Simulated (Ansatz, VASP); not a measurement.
Al2Cu in VASP and in Ansatz

```
Al Cu
1.0
    -3.02604    3.02604    2.44167
     3.02604   -3.02604    2.44167
     3.02604    3.02604   -2.44167
Al Cu
4 2
Direct
  0.34128 0.15872 0.50000
  0.15872 0.65872 0.81744
  0.84128 0.34128 0.18256
  0.65872 0.84128 0.50000
  0.75000 0.75000 0.00000
  0.25000 0.25000 0.00000
```

Alike in both runs: functional PBE; k mesh 10 × 10 × 10; occupations gaussian, width 0.1 eV; no spin polarisation.

Ansatz relaxed the structure, and its values are those at the end. VASP's run is a single point on that final structure, the one shown.

|  | VASP | Ansatz |
| --- | --- | --- |
| version | VASP 6.6.1 | Ansatz 0.2.0 |
| potentials or method | VASP PAW PBE potentials, release 64 (Al, Cu), cutoff 520 eV | scalar-relativistic, plane waves, PAW |
| valence electrons in the cell | 34 | 50 |

|  | VASP | Ansatz | Ansatz less VASP |
| --- | --- | --- | --- |
| gap on the k mesh at the Fermi level (eV) | none | none | - |
| pressure (GPa) | 0.2 | 0.0 | -0.17 |

A gap of «none» marks a metal or a gap that the smearing closes. The functional is the same, so the differences come from potentials, cutoffs and numerics. VASP's potentials hold 34 valence electrons a cell and Ansatz's 50, so a difference there can come from the potentials and not from the codes.
